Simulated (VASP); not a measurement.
# Ti (Im-3m) in VASP: further runs, part 2 of 2

VASP 6.6.1.

**3. Single point, PBE, collinear spin (14.15 Å³/atom)**

INCAR reads:

```
SYSTEM = Ti
  ALGO = Normal
  EDIFF = 1E-6
  ENCUT = 520
  GGA = PE
  ISIF = 2
  ISMEAR = 0
  ISPIN = 2
  LASPH = .True.
  LCHARG = .False.
  LMAXMIX = 4
  LORBIT = 11
  LREAL = .False.
  LWAVE = .False.
  MAGMOM = 0.9
  NBANDS = 16
  NELM = 150
  NUPDOWN = 0.9
  PREC = Accurate
  SIGMA = 0.15
```

KPOINTS reads:

```
k-points
0
Gamma
  22 22 22
  0 0 0
```

POSCAR reads:

```
Ti
1.0
   -1.5235541254      1.5235541254      1.5235541254
    1.5235541254     -1.5235541254      1.5235541254
    1.5235541254      1.5235541254     -1.5235541254
Ti
1
Direct
    0.0000000000      0.0000000000      0.0000000000
```

Potentials or basis: VASP PAW PBE potentials, release 64 (Ti_sv).

Started as:

```bash
cat potpaw_PBE.64/Ti_sv/POTCAR > POTCAR
mpirun -np 1 vasp_std > vasp.out
```

OUTCAR:

```text
SYSTEM = Ti
   EDIFF = 1E-6
   ENCUT = 520
   GGA = PE
   ISIF = 2
   ISMEAR = 0
   ISPIN = 2
   LASPH = .True.
   LORBIT = 11
   LREAL = .False.
   NELM = 150
   NUPDOWN = 0.9
   PREC = Accurate

 ion  position               nearest neighbor table
   1  0.000  0.000  0.000-

  LATTYP: Found a body centered cubic cell.
 ALAT       =     3.0471082508

  Lattice vectors:

 A1 = (  -1.5235541254,   1.5235541254,   1.5235541254)
 A2 = (   1.5235541254,  -1.5235541254,   1.5235541254)
 A3 = (   1.5235541254,   1.5235541254,  -1.5235541254)

Analysis of symmetry for initial positions (statically):
=====================================================================
 Subroutine PRICEL returns:
 Original cell was already a primitive cell.

 Routine SETGRP: Setting up the symmetry group for a
 body centered cubic supercell.

 Subroutine GETGRP returns: Found 48 space group operations
 (whereof 48 operations were pure point group operations)
 out of a pool of 48 trial point group operations.
[... 191 lines left out ...]
      6      11.1839      0.00000
[... 435 lines left out ...]
      5       5.2396      1.00000
      6      10.5619      0.46072
[... 8 lines left out ...]
     15      35.1616      0.00000
     16      38.5943      0.00000

 [... further k-points ...]

 spin component 2

 k-point     1 :       0.0000    0.0000    0.0000
  band No.  band energies     occupation
      1     -45.4859      1.00000
      2     -21.0063      1.00000
      3     -21.0063      1.00000
      4     -21.0063      1.00000
      5       4.4719      1.00000
      6      11.9573      0.00000
[... 435 lines left out ...]
      5       5.9728      1.00000
      6      11.3295      0.00000
[... 8 lines left out ...]
     15      35.7785      0.00000
     16      39.3484      0.00000

 [... further k-points ...]

------------------------ aborting loop because EDIFF is reached ----------------------------------------

  FORCE on cell =-STRESS in cart. coord.  units (eV):
  Direction    XX          YY          ZZ          XY          YZ          ZX
  --------------------------------------------------------------------------------------
  -------------------------------------------------------------------------------------
  Total        2.8538390      2.8538390      2.8538390     -0.0000000      0.0000000      0.0000000
  in kB      323.2260844    323.2260844    323.2260844     -0.0000000      0.0000000      0.0000000
  external PRESSURE =     323.2260844 kB  Pullay stress =       0.0000000 kB

 VOLUME and BASIS-vectors are now :
 -----------------------------------------------------------------------------
  energy-cutoff  :      520.00
  volume of cell :       14.15
      direct lattice vectors                 reciprocal lattice vectors
    -1.523554125  1.523554125  1.523554125     0.000000000  0.328180005  0.328180005
     1.523554125 -1.523554125  1.523554125     0.328180005  0.000000000  0.328180005
     1.523554125  1.523554125 -1.523554125     0.328180005  0.328180005  0.000000000

 POSITION                                       TOTAL-FORCE (eV/Angst)
 -----------------------------------------------------------------------------------
      0.00000      0.00000      0.00000        -0.000000     -0.000000      0.000000
 -----------------------------------------------------------------------------------
    total drift:                                0.000000     -0.000000      0.000000

  FREE ENERGIE OF THE ION-ELECTRON SYSTEM (eV)
  ---------------------------------------------------
  free  energy   TOTEN  =        -7.4254844819 eV

  energy  without entropy=       -7.4052796901  energy(sigma->0) =       -7.41538209

 total charge

# of ion       s       p       d       tot
------------------------------------------
    1        2.289   6.152   2.112  10.553

 magnetization (x)

# of ion       s       p       d       tot
------------------------------------------
    1        0.008   0.067   0.595   0.671
```

OSZICAR:

```text
N       E                     dE             d eps       ncg     rms          rms(c)
DAV:   1     0.867736294740E+02    0.86774E+02   -0.56480E+03 21264   0.902E+02
DAV:   2    -0.434942318984E+01   -0.91123E+02   -0.86850E+02 23416   0.250E+02
DAV:   3    -0.792198541945E+01   -0.35726E+01   -0.35504E+01 24088   0.503E+01
DAV:   4    -0.798340393241E+01   -0.61419E-01   -0.61399E-01 25400   0.601E+00
DAV:   5    -0.798442431611E+01   -0.10204E-02   -0.10204E-02 24512   0.670E-01    0.106E+01
DAV:   6    -0.738741243346E+01    0.59701E+00   -0.79572E-01 23008   0.133E+01    0.359E+00
DAV:   7    -0.740073474516E+01   -0.13322E-01   -0.10048E-01 29256   0.363E+00    0.169E+00
DAV:   8    -0.741544335770E+01   -0.14709E-01   -0.25845E-02 21736   0.157E+00    0.108E+00
DAV:   9    -0.742472380511E+01   -0.92804E-02   -0.14527E-02 22280   0.103E+00    0.367E-01
DAV:  10    -0.742546868633E+01   -0.74488E-03   -0.14194E-03 26496   0.254E-01    0.643E-02
DAV:  11    -0.742549931756E+01   -0.30631E-04   -0.14556E-04 22296   0.104E-01    0.256E-02
DAV:  12    -0.742548708047E+01    0.12237E-04   -0.30428E-05 23544   0.550E-02    0.142E-02
DAV:  13    -0.742548438976E+01    0.26907E-05   -0.22999E-06 25856   0.143E-02    0.254E-03
DAV:  14    -0.742548448193E+01   -0.92169E-07   -0.18355E-07 11648   0.333E-03
   1 F= -.74254845E+01 E0= -.74153821E+01  d E =-.202048E-01  mag=     0.9000
```

Run time: 1.8 min. Hardware: 1 thread of Intel Xeon 8259CL, shared host; peak memory 0.22 GiB.

What came out:

- Free energy: -7.4255 eV
- Pressure: 32.3 GPa
- Net moment: 0.90 μB per cell
- Site moments: Ti +0.67 μB
- Valence electrons inside the program's atomic spheres: Ti 10.55

Caveat: the cell stands under pressure; the total moment is fixed, so each spin has its own Fermi level and the state may be an excited one.

**4. Single point, PBE, collinear spin (14.15 Å³/atom)**

INCAR reads:

```
SYSTEM = Ti
PREC = Accurate ; ENCUT = 520
EDIFF = 1E-7 ; ISMEAR = 0
SIGMA = 0.15 ; LREAL = .False.
LASPH = .True. ; NELM = 150
ALGO = Normal ; ISIF = 2
LWAVE = .False. ; LCHARG = .True.
ISPIN = 2 ; MAGMOM = 0.3
LORBIT = 11 ; NUPDOWN = 0.3
LMAXMIX = 4 ; GGA = PE
LELF = .True. ; LVHAR = .True.
NBANDS = 16
```

KPOINTS reads:

```
Automatic mesh
0
Gamma
  22 22 22
  0 0 0
```

POSCAR is that of step 3.

Started as:

```bash
cat potpaw_PBE.64/Ti_sv/POTCAR > POTCAR
mpirun -np 1 vasp_std > vasp.out
```

Wall time 2.2 min (1 thread of Intel Xeon 8259CL, shared host); peak memory 0.22 GiB.

Results (log left out):

```
Free energy                                           : -7.4887 eV
Pressure                                              : 28.9 GPa
Net moment                                            : 0.30 μB per cell
Site moments                                          : Ti +0.22 μB
Valence electrons inside the program's atomic spheres : Ti 10.56
```

Caveat: the cell stands under pressure; the total moment is fixed, so each spin has its own Fermi level and the state may be an excited one.

**5. Single point, PBE, collinear spin (14.15 Å³/atom)**

INCAR reads:

```
SYSTEM = Ti
  PREC = Accurate
  ENCUT = 520
  EDIFF = 1E-6
  ISMEAR = 0
  SIGMA = 0.15
  LREAL = .False.
  LASPH = .True.
  NELM = 150
  ALGO = Normal
  ISIF = 2
  LWAVE = .False.
  LCHARG = .False.
  ISPIN = 2
  MAGMOM = 0.5
  LORBIT = 11
  NUPDOWN = 0.5
  LMAXMIX = 4
  GGA = PE
  NBANDS = 16
```

KPOINTS reads:

```
regular mesh
0
Gamma
  22 22 22
  0 0 0
```

POSCAR is that of step 4.

Started as:

```bash
cat potpaw_PBE.64/Ti_sv/POTCAR > POTCAR
mpirun -np 1 vasp_std > vasp.out
```

Wall time 1.8 min (1 thread of Intel Xeon 8259CL, shared host); peak memory 0.22 GiB.

It converged, with:

```
Free energy                                           : -7.4739 eV
Pressure                                              : 29.7 GPa
Net moment                                            : 0.50 μB per cell
Site moments                                          : Ti +0.37 μB
Valence electrons inside the program's atomic spheres : Ti 10.55
```

Caveat: the cell stands under pressure; the total moment is fixed, so each spin has its own Fermi level and the state may be an excited one.

**6. Overview**

```csv
fixed moment (μB),pressure (GPa),moment (μB)
0.6,30.2,0.60
0.9,32.3,0.90
0.3,28.9,0.30
0.5,29.7,0.50
```

Alike in all rows: task single point; level PBE; potentials or basis VASP PAW PBE potentials, release 64 (Ti_sv); spin collinear; cell as given; k mesh 22 × 22 × 22; cutoff (eV) 520; smearing gaussian 0.15 eV.

Caveats: the cell stands under pressure; the total moment is fixed, so each spin has its own Fermi level and the state may be an excited one.

Absolute energies hang on the potentials; compare differences alone.
